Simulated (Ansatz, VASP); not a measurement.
# VO2: VASP beside Ansatz

INCAR

```
SYSTEM = VO2
PREC = Accurate
ENCUT = 600
EDIFF = 1E-6
ISMEAR = -1
SIGMA = 0.05
LREAL = .False.
LASPH = .True.
NELM = 200
ALGO = Normal
ISIF = 2
LWAVE = .False.
LCHARG = .True.
ISPIN = 2
MAGMOM = 2 2 0 0 0 0
LORBIT = 11
LMAXMIX = 4
GGA = VW
LELF = .True.
LVHAR = .True.
NBANDS = 38
GGA_COMPAT = .False.
```

The input KPOINTS:

```
Automatic mesh
0
Gamma
  6 6 9
  0 0 0
```

POSCAR

```
VO2
1.0
    4.5370519355      0.0000000000      0.0000000000
    0.0000000000      4.5370519355      0.0000000000
    0.0000000000      0.0000000000      3.0646125081
V O
2 4
Direct
    0.5000000000      0.5000000000      0.5000000000
    0.0000000000      0.0000000000      0.0000000000
    0.2003580000      0.7996420000      0.5000000000
    0.7996420000      0.2003580000      0.5000000000
    0.7003580000      0.7003580000      0.0000000000
    0.2996420000      0.2996420000      0.0000000000
```

Contents of input.yaml:

```yaml
crystal:
  lattice:
    - [4.5370519355, 0.0, 0.0]
    - [0.0, 4.5370519355, 0.0]
    - [0.0, 0.0, 3.0646125081]
  atoms:
    - { symbol: V, position: [0.5, 0.5, 0.5], spin: 2.0 }
    - { symbol: V, position: [0.0, 0.0, 0.0], spin: 2.0 }
    - { symbol: O, position: [0.200358, 0.799642, 0.5] }
    - { symbol: O, position: [0.799642, 0.200358, 0.5] }
    - { symbol: O, position: [0.700358, 0.700358, 0.0] }
    - { symbol: O, position: [0.299642, 0.299642, 0.0] }
hamiltonian:
  xc: { exchange: slater, correlation: vwn5 }
  pseudopotentials: { kind: paw }
magnetization:
  spin_polarized: true
kpoints:
  mp_grid: { grid: [6, 6, 9] }
scf:
  occupations: { method: fermi_dirac, width: 0.05 }
output:
  forces: true
  stress: true
  eigenvalues: true
```

Alike in both runs: task single point; functional SVWN5; k mesh 6 × 6 × 9; occupations fermi-dirac, width 0.05 eV; collinear spin.

|  | VASP | Ansatz |
| --- | --- | --- |
| version | VASP 6.6.1 | Ansatz 0.2.0 |
| potentials or method | VASP PAW PBE potentials, release 64 (V_sv, O) | Ansatz PAW |
| plane-wave cutoff (eV) | 600 | 420 |
| valence electrons in the cell | 50 | 50 |

Ansatz gave:

```
gap on the k mesh at the Fermi level (eV)                     : none
pressure (GPa)                                                : -26.4
traceless stress, the component that is largest in VASP (GPa) : -13.32
rms of the force components (eV/Å)                            : 0.152
net moment per atom (μB)                                      : 0.33
size of the moment on the site where the two differ most (μB) : 0.84
```

Q: What did VASP give for the same quantities?

A: gap on the k mesh at the Fermi level (eV): none; pressure (GPa): -26.0; traceless stress, the component that is largest in VASP (GPa): -13.30; rms of the force components (eV/Å): 0.155; net moment per atom (μB): 0.33; size of the moment on the site where the two differ most (μB): 1.03.

VASP's potentials were made for PBE, not for SVWN5. Site moments also hang on the region over which each program counts them. Atom by atom the forces differ by 0.002 eV/Å (rms over components). A gap of «none» marks a metal or a gap that the smearing closes. The functional is the same, so the differences come from potentials, cutoffs and numerics.

Noted on Ansatz's run: Pulay correction over one GPa.
